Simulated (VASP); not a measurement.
# Ta2N (P-3m1) in VASP: a series of runs

Ta2N is run at these levels: PBEsol; tasks: single point.

Program: VASP 6.6.1. These are calculated values, not measurements. Logs are shortened: lines on timing, memory, paths and dates and some standing lists are left out, and cuts for length are marked.

## Step 1: The cell of the first run

The structure is trigonal, space group P-3m1 (No. 164). The conventional cell has a = 3.079 Å, b = 3.079 Å, c = 9.347 Å, α = 90.00°, β = 90.00°, γ = 120.00°. Ta (site symmetry 3m) has 3 N at 2.16 Å and 3 Ta at 2.73 Å within 2.9 Å. Ta (site symmetry 3m) has 3 N at 2.16 Å within 2.9 Å. Within 2.9 Å of N (site symmetry 3m) lie 6 Ta at 2.16 Å.

## Step 2: Single point, PBEsol

The input, INCAR:

```
ALGO = Normal
EDIFF = 1E-6
ENCUT = 520
GGA = PS
ISIF = 2
ISMEAR = 0
LASPH = T
LCHARG = F
LREAL = F
LWAVE = F
NBANDS = 36
NELM = 80
PREC = Accurate
SIGMA = 0.15
```

The input, KPOINTS:

```
k-points
0
Gamma
  17 17 5
```

The input, POSCAR:

```
Ta2N
1.0
   -3.0786153856      0.0000000000      0.0000000000
   -1.5393076928     -2.6661591324      0.0000000000
    0.0000000000      0.0000000000      9.3465143614
Ta N
4 2
Direct
    0.6666666667      0.6666666667      0.1270798197
    0.6666666667      0.6666666667      0.6431285833
    0.3333333333      0.3333333333      0.9050177076
    0.3333333333      0.3333333333      0.3889689440
    0.0000000000      0.0000000000      0.2580243818
    0.0000000000      0.0000000000      0.7740731455
```

Potentials or basis: VASP PAW PBE potentials, release 64 (Ta_pv, N).

The run is started by

```sh
$ cat potpaw_PBE.64/Ta_pv/POTCAR potpaw_PBE.64/N/POTCAR > POTCAR
$ mpirun -np 1 vasp_std > vasp.out
```

OUTCAR:

```text
EDIFF = 1E-6
   ENCUT = 520
   GGA = PS
   ISIF = 2
   ISMEAR = 0
   LASPH = T
   LREAL = F
   NELM = 80
   PREC = Accurate

 ion  position               nearest neighbor table
   1  0.667  0.667  0.127-   5 2.16   5 2.16   5 2.16   3 2.73   3 2.73   3 2.73   4 3.03   4 3.03
                             4 3.03
   2  0.667  0.667  0.643-   6 2.16   6 2.16   6 2.16   4 2.97   4 2.97   4 2.97   3 3.03   3 3.03
                             3 3.03
   3  0.333  0.333  0.905-   6 2.16   6 2.16   6 2.16   1 2.73   1 2.73   1 2.73   2 3.03   2 3.03
                             2 3.03
   4  0.333  0.333  0.389-   5 2.16   5 2.16   5 2.16   2 2.97   2 2.97   2 2.97   1 3.03   1 3.03
                             1 3.03
   5  0.000  0.000  0.258-   1 2.16   1 2.16   1 2.16   4 2.16   4 2.16   4 2.16
   6  0.000  0.000  0.774-   3 2.16   3 2.16   3 2.16   2 2.16   2 2.16   2 2.16

  LATTYP: Found a hexagonal cell.
 ALAT       =     3.0786153856
 C/A-ratio  =     3.0359473954

  Lattice vectors:

 A1 = (   1.5393076928,   2.6661591324,   0.0000000000)
 A2 = (  -3.0786153856,   0.0000000000,   0.0000000000)
 A3 = (   0.0000000000,   0.0000000000,   9.3465143614)

Analysis of symmetry for initial positions (statically):
=====================================================================
 Subroutine PRICEL returns:
 Original cell was already a primitive cell.

 Routine SETGRP: Setting up the symmetry group for a
 hexagonal supercell.

 Subroutine GETGRP returns: Found 12 space group operations
 (whereof  6 operations were pure point group operations)
 out of a pool of 24 trial point group operations.

The static configuration has the point symmetry C_3v.
 The point group associated with its full space group is D_3d.

Analysis of symmetry for dynamics (positions and initial velocities):
=====================================================================
 Subroutine PRICEL returns:
 Original cell was already a primitive cell.

 Routine SETGRP: Setting up the symmetry group for a
 hexagonal supercell.

 Subroutine GETGRP returns: Found 12 space group operations
 (whereof  6 operations were pure point group operations)
 out of a pool of 24 trial point group operations.

The dynamic configuration has the point symmetry C_3v.
 The point group associated with its full space group is D_3d.

 Subroutine INISYM returns: Found 12 space group operations
 (whereof  6 operations are pure point group operations),
 and found     1 'primitive' translations

----------------------------------------------------------------------------------------

                                     Primitive cell

  volume of cell :      76.7169

  direct lattice vectors                    reciprocal lattice vectors
    -3.078615386  0.000000000  0.000000000    -0.324821348  0.187535693  0.000000000
    -1.539307693 -2.666159132  0.000000000     0.000000000 -0.375071386  0.000000000
     0.000000000  0.000000000  9.346514361     0.000000000  0.000000000  0.106991758

  length of vectors
     3.078615386  3.078615386  9.346514361     0.375071386  0.375071386  0.106991758

  position of ions in fractional coordinates (direct lattice)
     0.666666667  0.666666667  0.127079820
     0.666666667  0.666666667  0.643128583
     0.333333333  0.333333333  0.905017708
     0.333333333  0.333333333  0.388968944
     0.000000000  0.000000000  0.258024382
     0.000000000  0.000000000  0.774073145

  ion indices of the primitive-cell ions
   primitive index   ion index
                 1           1
                 2           2
                 3           3
                 4           4
                 5           5
                 6           6

----------------------------------------------------------------------------------------

 KPOINTS: k-points

Automatic generation of k-mesh.
 Grid dimensions read from file:
 generate k-points for:   17   17    5

 Generating k-lattice:

  Cartesian coordinates                     Fractional coordinates (reciprocal lattice)
    -0.019107138  0.011031511  0.000000000     0.058823529  0.000000000  0.000000000
     0.000000000 -0.022063023  0.000000000     0.000000000  0.058823529  0.000000000
     0.000000000  0.000000000  0.021398352     0.000000000  0.000000000  0.200000000

  Length of vectors
     0.022063023  0.022063023  0.021398352

  Shift w.r.t. Gamma in fractional coordinates (k-lattice)
     0.000000000  0.000000000  0.000000000

 Subroutine IBZKPT returns following result:
 ===========================================

 Found    147 irreducible k-points:

 Following reciprocal coordinates:
            Coordinates               Weight
  0.000000  0.000000  0.000000      1.000000
  0.058824  0.000000  0.000000      6.000000
  0.117647  0.000000  0.000000      6.000000
  0.176471  0.000000  0.000000      6.000000
  0.235294  0.000000  0.000000      6.000000
  0.294118  0.000000  0.000000      6.000000
[... 16 lines left out ...]
 -0.470588  0.117647  0.000000     12.000000
  0.352941  0.176471  0.000000      6.000000
 [... further k-points ...]
   k-points           NKPTS =    147   k-points in BZ     NKDIM =    147   number of bands    NBANDS=     36
   number of dos      NEDOS =    301   number of ions     NIONS =      6
   total plane-waves  NPLWV =  40320
   dimension x,y,z NGX =    24 NGY =   24 NGZ =   70
   dimension x,y,z NGXF=    48 NGYF=   48 NGZF=  140
   ions per type =               4   2
   NGX,Y,Z   is equivalent  to a cutoff of  12.96, 12.96, 12.45 a.u.
   NGXF,Y,Z  is equivalent  to a cutoff of  25.92, 25.92, 24.90 a.u.
 SYSTEM =  unknown system
   PREC   = accura    normal or accurate (medium, high low for compatibility)
   ISTART =      0    job   : 0-new  1-cont  2-samecut
   ICHARG =      2    charge: 1-file 2-atom 10-const
   ISPIN  =      1    spin polarized calculation?
   LNONCOLLINEAR =      F non collinear calculations
   LSORBIT =      F    spin-orbit coupling
   LASPH  =      T    aspherical Exc in radial PAW
   ENCUT  =  520.0 eV  38.22 Ry    6.18 a.u.   5.72  5.72 17.38*2*pi/ulx,y,z
   NELM   =     80;   NELMIN=  2; NELMDL= -5     # of ELM steps
   EDIFF  = 0.1E-05   stopping-criterion for ELM
   LREAL  =      F    real-space projection
   EDIFFG = 0.1E-04   stopping-criterion for IOM
   NSW    =      0    number of steps for IOM
   IBRION =     -1    ionic relax: 0-MD 1-quasi-New 2-CG
   NFREE  =      0    steps in history (QN), initial steepest desc. (CG)
   ISIF   =      2    stress and relaxation
   ISYM   =      2    0-nonsym 1-usesym 2-fastsym
   POTIM  = 0.5000    time-step for ionic-motion
   TEBEG  =    0.0;   TEEND  =   0.0 temperature during run
   PSTRESS=    0.0 pullay stress
   NELECT =      54.0000    total number of electrons
   NUPDOWN=      -1.0000    fix difference up-down
   EMIN   =  10.00;   EMAX   =-10.00  energy-range for DOS
   EFERMI =   0.00;   METHOD = LEGACY
   ISMEAR =     0;   SIGMA  =   0.15  broadening in eV -4-tet -1-fermi 0-gaus
   EFERMI_NEDOS =   21; number of points for ismear=-14 and -15
   IALGO  =     38    algorithm
   IMIX   =      4    mixing-type and parameters
     AMIX     =   0.40;   BMIX     =  1.00
     AMIX_MAG =   1.60;   BMIX_MAG =  1.00
  volume/ion in A,a.u.               =      12.79        86.29
  Fermi-wavevector in a.u.,A,eV,Ry     =   1.456272  2.751954 28.854239  2.120727
  Thomas-Fermi vector in A             =   2.573209
   LORBIT       =      0    0 simple, 1 ext, 2 COOP (PROOUT), +10 PAW based schemes
   GGA     = PS    functional components
   LHFCALC =     F    Hartree Fock is set to
   AEXX    =    0.0000 exact exchange contribution
   IVDW    =     0    specifies the selected vdW correction
   LEPSILON=     F    determine dielectric tensor
   LRPA    =     F    only Hartree local field effects (RPA)
 non-spin polarized calculation
 Gauss-broadening in eV      SIGMA  =   0.15
  energy-cutoff  :      520.00
  volume of cell :       76.72
 maximum number of plane-waves:      2084
   NGX = 11   NGY = 11   NGZ = 35

 number of electron      54.0000005 magnetization

 Free energy of the ion-electron system (eV)
  ---------------------------------------------------
  ext. energy  EPLUGINS =         0.00000000
  ---------------------------------------------------
  free energy    TOTEN  =       -72.51424273 eV

  energy without entropy =      -72.48839494  energy(sigma->0) =      -72.50131883

 E-fermi :   7.8366     XC(G=0): -13.3141

 val. band max:        7.8203872365   @ k =   0.3529   0.0000   0.0000
 cond. band min:       7.8553324547   @ k =   0.1176   0.1176   0.2000
 fundamental gap:      0.0349452182
 Fermi energy:         7.8365944204

 k-point     1 :       0.0000    0.0000    0.0000
  band No.  band energies     occupation
      1     -27.7723      2.00000
      2     -27.2108      2.00000
      3     -27.1627      2.00000
      4     -26.9139      2.00000
      5     -26.9139      2.00000
      6     -26.8325      2.00000
[... 28 lines left out ...]
     35      10.2081      0.00000
     36      10.5864      0.00000

 k-point     2 :       0.0588    0.0000    0.0000
  band No.  band energies     occupation
      1     -27.7593      2.00000
      2     -27.2151      2.00000
      3     -27.1783      2.00000
      4     -26.9322      2.00000
      5     -26.9213      2.00000
      6     -26.8519      2.00000
[... 28 lines left out ...]
     35      10.0686      0.00000
     36      10.3563      0.00000

 k-point     3 :       0.1176    0.0000    0.0000
  band No.  band energies     occupation
      1     -27.7214      2.00000
      2     -27.2330      2.00000
      3     -27.2245      2.00000
      4     -26.9905      2.00000
      5     -26.9424      2.00000
      6     -26.9029      2.00000
[... 28 lines left out ...]
     35      10.0505      0.00000
     36      10.1171      0.00000

 k-point     4 :       0.1765    0.0000    0.0000
  band No.  band energies     occupation
      1     -27.6616      2.00000
      2     -27.3045      2.00000
      3     -27.2692      2.00000
      4     -27.0892      2.00000
      5     -26.9740      2.00000
      6     -26.9728      2.00000
[... 28 lines left out ...]
     35      10.5086      0.00000
     36      10.6457      0.00000

 k-point     5 :       0.2353    0.0000    0.0000
  band No.  band energies     occupation
      1     -27.5857      2.00000
      2     -27.4013      2.00000
      3     -27.3367      2.00000
      4     -27.2134      2.00000
      5     -27.0543      2.00000
      6     -27.0116      2.00000
[... 655 lines left out ...]
 k-point    22 :       0.4706    0.1176    0.0000
  band No.  band energies     occupation
      1     -27.6293      2.00000
      2     -27.5873      2.00000
      3     -27.5294      2.00000
      4     -27.3285      2.00000
      5     -27.2487      2.00000
      6     -27.1336      2.00000
[... 28 lines left out ...]
     35      11.9888      0.00000
     36      12.3392      0.00000

 k-point    23 :      -0.4706    0.1176    0.0000
  band No.  band energies     occupation
      1     -27.6547      2.00000
      2     -27.6220      2.00000
      3     -27.5736      2.00000
      4     -27.3338      2.00000
      5     -27.2028      2.00000
      6     -27.1620      2.00000
[... 28 lines left out ...]
     35      12.2401      0.00000
     36      12.5247      0.00000

 k-point    24 :       0.3529    0.1765    0.0000
  band No.  band energies     occupation
      1     -27.4909      2.00000
      2     -27.4878      2.00000
      3     -27.4037      2.00000
      4     -27.2863      2.00000
      5     -27.2509      2.00000
      6     -27.0153      2.00000
[... 28 lines left out ...]
     35      11.0353      0.00000
     36      11.5948      0.00000

 [... further k-points ...]

------------------------ aborting loop because EDIFF is reached ----------------------------------------

  FORCE on cell =-STRESS in cart. coord.  units (eV):
  Direction    XX          YY          ZZ          XY          YZ          ZX
  --------------------------------------------------------------------------------------
  -------------------------------------------------------------------------------------
  Total        2.9919788      2.9919788      9.7873224      0.0000000      0.0000000      0.0000000
  in kB       62.4853080     62.4853080    204.4011313      0.0000000      0.0000000      0.0000000
  external PRESSURE =     109.7905824 kB  Pullay stress =       0.0000000 kB

 VOLUME and BASIS-vectors are now :
 -----------------------------------------------------------------------------
  energy-cutoff  :      520.00
  volume of cell :       76.72
      direct lattice vectors                 reciprocal lattice vectors
    -3.078615386  0.000000000  0.000000000    -0.324821348  0.187535693  0.000000000
    -1.539307693 -2.666159132  0.000000000     0.000000000 -0.375071386  0.000000000
     0.000000000  0.000000000  9.346514361     0.000000000  0.000000000  0.106991758

 POSITION                                       TOTAL-FORCE (eV/Angst)
 -----------------------------------------------------------------------------------
     -3.07862     -1.77744      1.18775        -0.000000     -0.000000      3.121340
     -3.07862     -1.77744      6.01101         0.000000      0.000000     -0.309915
     -1.53931     -0.88872      8.45876         0.000000      0.000000     -3.121340
     -1.53931     -0.88872      3.63550        -0.000000     -0.000000      0.309915
      0.00000      0.00000      2.41163         0.000000      0.000000      0.216876
      0.00000      0.00000      7.23489        -0.000000     -0.000000     -0.216876
 -----------------------------------------------------------------------------------
    total drift:                                0.000000      0.000000     -0.000018

  FREE ENERGIE OF THE ION-ELECTRON SYSTEM (eV)
  ---------------------------------------------------
  free  energy   TOTEN  =       -72.5142427256 eV

  energy  without entropy=      -72.4883949441  energy(sigma->0) =      -72.50131883
```

Wall time 3.2 min (1 thread of Intel Xeon 6975P-C (Granite Rapids), shared host); peak memory 0.42 GiB.

Results:

| Property | Result |
| --- | --- |
| Free energy | -72.5142 eV |
| Pressure | 11.0 GPa |
| Largest force | 3.121 eV/Å |
| Band gap on the k mesh | zero (band 27 reaches 8.73 eV, above the bottom of band 28 at 7.21 eV) |

Forces on the atoms (eV/Å):
```
Ta   0.000  0.000  3.121
Ta   0.000  0.000 -0.310
Ta   0.000  0.000 -3.121
Ta   0.000  0.000  0.310
N    0.000  0.000  0.217
N    0.000  0.000 -0.217
```

Caveat: the PAW data sets were made with another functional, which shifts forces and pressure a little; spin-orbit coupling is left out, which moves the levels of the heavy elements.

## Step 3: Single point, PBEsol

This run uses another cell than the first one, of 12.99 Å³/atom, 1.016 times its volume.

The input, INCAR:

```
ALGO = Normal ; EDIFF = 1E-6
ENCUT = 520 ; GGA = PS
ISIF = 2 ; ISMEAR = 0
LASPH = True ; LCHARG = True
LELF = True ; LREAL = False
LVHAR = True ; LWAVE = False
NBANDS = 36 ; NELM = 60
PREC = Accurate ; SIGMA = 0.15
```

KPOINTS is that of step 2.

The input, POSCAR:

```
Ta2N
1.0
   -3.0786153856      0.0000000000      0.0000000000
   -1.5393076928     -2.6661591324      0.0000000000
    0.0000000000      0.0000000000      9.4965143614
Ta N
4 2
Direct
    0.6666666667      0.6666666667      0.1250725597
    0.6666666667      0.6666666667      0.6329701943
    0.3333333333      0.3333333333      0.8907227094
    0.3333333333      0.3333333333      0.3828250748
    0.0000000000      0.0000000000      0.2539488173
    0.0000000000      0.0000000000      0.7618464518
```

Potentials or basis: VASP PAW PBE potentials, release 64 (Ta_pv, N).

The run is started by

```sh
$ cat potpaw_PBE.64/Ta_pv/POTCAR potpaw_PBE.64/N/POTCAR > POTCAR
$ mpirun -np 1 vasp_std > vasp.out
```

It took 2.8 min on 1 thread of Intel Xeon 6975P-C (Granite Rapids), shared host; peak memory 0.42 GiB.

It converged, with:

```yaml
Free_energy: -72.8941 eV
Pressure: 5.0 GPa
Largest_force: 1.264 eV/Å
Band_gap_on_the_k_mesh: zero (band 27 reaches 8.55 eV, above the bottom of band 28 at 7.06 eV)
```

Forces in eV/Å, atoms in the order of the input:
```
Ta   0.000  0.000  1.264
Ta   0.000  0.000 -0.158
Ta   0.000  0.000 -1.264
Ta   0.000  0.000  0.158
N    0.000  0.000  0.071
N    0.000  0.000 -0.071
```

Stress tensor (GPa, compression positive):
```
2.96 0.00 0.00
0.00 2.96 0.00
0.00 0.00 9.07
```

Levels at points of the mesh, in eV from the Fermi level:
| k point | band 24 | band 25 | band 26 | band 27 | band 28 | band 29 | band 30 | band 31 |
| --- | --- | --- | --- | --- | --- | --- | --- | --- |
| (0.00, 0.00, 0.00) | -1.24 | -1.24 | -0.55 | -0.25 | -0.25 | 0.23 | 0.23 | 0.27 |

Caveat: the PAW data sets were made with another functional, which shifts forces and pressure a little; spin-orbit coupling is left out, which moves the levels of the heavy elements.

## Step 4: Single point, PBEsol

This run uses another cell than the first one, of 13.54 Å³/atom, 1.059 times its volume.

The input, INCAR:

```
SYSTEM = Ta2N
PREC = Accurate
ENCUT = 520
EDIFF = 1E-6
ISMEAR = 0
SIGMA = 0.15
LREAL = .False.
LASPH = .True.
NELM = 60
ALGO = Normal
ISIF = 2
LWAVE = .False.
LCHARG = .True.
GGA = PS
LELF = .True.
LVHAR = .True.
NBANDS = 36
```

The input, KPOINTS:

```
regular mesh
0
Gamma
  17 17 5
  0 0 0
```

The input, POSCAR:

```
Ta2N
1.0
   -3.0786153856      0.0000000000      0.0000000000
   -1.5393076928     -2.6661591324      0.0000000000
    0.0000000000      0.0000000000      9.8965143614
Ta N
4 2
Direct
    0.6666666667      0.6666666667      0.1200173431
    0.6666666667      0.6666666667      0.6073866334
    0.3333333333      0.3333333333      0.8547212375
    0.3333333333      0.3333333333      0.3673519472
    0.0000000000      0.0000000000      0.2436846451
    0.0000000000      0.0000000000      0.7310539354
```

The run is started by

```sh
$ cat potpaw_PBE.64/Ta_pv/POTCAR potpaw_PBE.64/N/POTCAR > POTCAR
$ mpirun -np 1 vasp_std > vasp.out
```

Run time: 3.9 min. Hardware: 1 thread of Intel Xeon 6975P-C (Granite Rapids), shared host; peak memory 0.45 GiB.

It converged, with:

```yaml
Free_energy: -72.7958 eV
Pressure: -4.1 GPa
Largest_force: 1.352 eV/Å
Band_gap_on_the_k_mesh: zero (band 27 reaches 7.96 eV, above the bottom of band 28 at 6.72 eV)
```

Forces on the atoms (eV/Å):
```
Ta   0.000  0.000 -1.352
Ta   0.000  0.000  0.020
Ta   0.000  0.000  1.352
Ta   0.000  0.000 -0.020
N    0.000  0.000 -0.048
N    0.000  0.000  0.048
```

Stress tensor (GPa, compression positive):
```
-1.96  0.00  0.00
 0.00 -1.96  0.00
 0.00  0.00 -8.51
```

Levels at points of the mesh, in eV from the Fermi level:
```
           k point  band 23  band 24  band 25  band 26  band 27  band 28  band 29  band 30  band 31  band 32
(0.00, 0.00, 0.00)    -2.78    -1.06    -1.06    -0.86    -0.30    -0.30     0.45     0.45     0.50     1.42
```

Caveat: the PAW data sets were made with another functional, which shifts forces and pressure a little; spin-orbit coupling is left out, which moves the levels of the heavy elements.

## Step 5: Overview

| cell | gap on the mesh (eV) | pressure (GPa) | largest force (eV/Å) |
| --- | --- | --- | --- |
| a = 3.079, b = 3.079, c = 9.347 Å, angles 90.0, 90.0, 60.0°, 6 atoms | none | 11.0 | 3.12 |
| a = 3.079, b = 3.079, c = 9.497 Å, angles 90.0, 90.0, 60.0°, 6 atoms | none | 5.0 | 1.26 |
| a = 3.079, b = 3.079, c = 9.897 Å, angles 90.0, 90.0, 60.0°, 6 atoms | none | -4.1 | 1.35 |

Alike in all rows: task single point; level PBEsol; potentials or basis VASP PAW PBE potentials, release 64 (Ta_pv, N); no spin polarisation; k mesh 17 × 17 × 5; cutoff (eV) 520; smearing gaussian 0.15 eV.

Caveats: the PAW data sets were made with another functional, which shifts forces and pressure a little; spin-orbit coupling is left out, which moves the levels of the heavy elements.

Total energies depend on the potentials used, so only differences within one code and one set of settings carry meaning.
